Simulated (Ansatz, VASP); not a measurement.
One calculation of Si, two programs

Contents of INCAR:

```
PREC     = Accurate       # precision mode
ENCUT    = 520            # plane-wave cutoff, eV
EDIFF    = 1E-7           # SCF threshold, eV
ISMEAR   = -1             # smearing method
SIGMA    = 0.08           # smearing width, eV
LREAL    = F              # projectors in reciprocal space
LASPH    = T              # aspherical terms in the spheres
NELM     = 60             # most SCF steps
ALGO     = Normal         # electronic algorithm
ISIF     = 2              # what is computed and relaxed
LWAVE    = F              # write WAVECAR
LCHARG   = F              # write CHGCAR
NBANDS   = 11             # bands
```

Contents of KPOINTS:

```
regular mesh
0
Gamma
  11 11 11
```

Contents of POSCAR:

```
Si
1.0
    0.0000000000      2.7697794000      2.7154700000
    2.7697794000      0.0000000000      2.7154700000
    2.7697794000      2.7697794000      0.0000000000
Si
2
Direct
    0.5000000000      0.5000000000      0.5000000000
    0.7500000000      0.7500000000      0.7500000000
```

Input for Ansatz:

```yaml
crystal:
  lattice:
    - [0.0, 2.7697794, 2.71547]
    - [2.7697794, 0.0, 2.71547]
    - [2.7697794, 2.7697794, 0.0]
  atoms:
    - { symbol: Si, position: [0.5, 0.5, 0.5] }
    - { symbol: Si, position: [0.75, 0.75, 0.75] }
kpoints:
  mp_grid: { grid: [11, 11, 11] }
  band_path:
    path:
      - [0.0, 0.0, 0.0]
      - [0.0, 0.5, 0.5]
      - [0.25, 0.75, 0.5]
      - [0.0, 0.5, 0.0]
      - [0.0, 0.0, 0.0]
      - [0.5, 0.5, 0.0]
      - [0.38005, 0.61995, 0.0]
      - [-0.38005, 0.38005, 0.0]
      - [0.0, 0.0, 0.0]
    npoints: 5
scf:
  occupations: { method: fermi_dirac, width: 0.08 }
hamiltonian:
  xc: lda
  pseudopotentials: { kind: all_electron, lapw: { basis_error: 0.00025 } }
output:
  forces: true
  stress: true
  eigenvalues: true
```

Change from the starting cell: equal xx and yy strain of +2 %.

Alike in both runs: task single point; functional LDA; k mesh 11 × 11 × 11; occupations fermi-dirac, width 0.08 eV; no spin polarisation.

|  | VASP | Ansatz |
| --- | --- | --- |
| version | VASP 6.6.1 | Ansatz 0.2.0 |
| potentials or method | VASP PAW LDA potentials, release 64 (Si), cutoff 520 eV | all-electron LAPW, scalar-relativistic |

```tsv
	VASP	Ansatz	Ansatz less VASP
pressure (GPa)	-4.8	-4.8	-0.07
traceless stress, the component that is largest in VASP (GPa)	1.21	1.21	+0.001
```

LDA's correlation is that of Perdew and Zunger in VASP and of Perdew and Wang (1992) in Ansatz. Ansatz ran all-electron here, and VASP with PAW potentials.
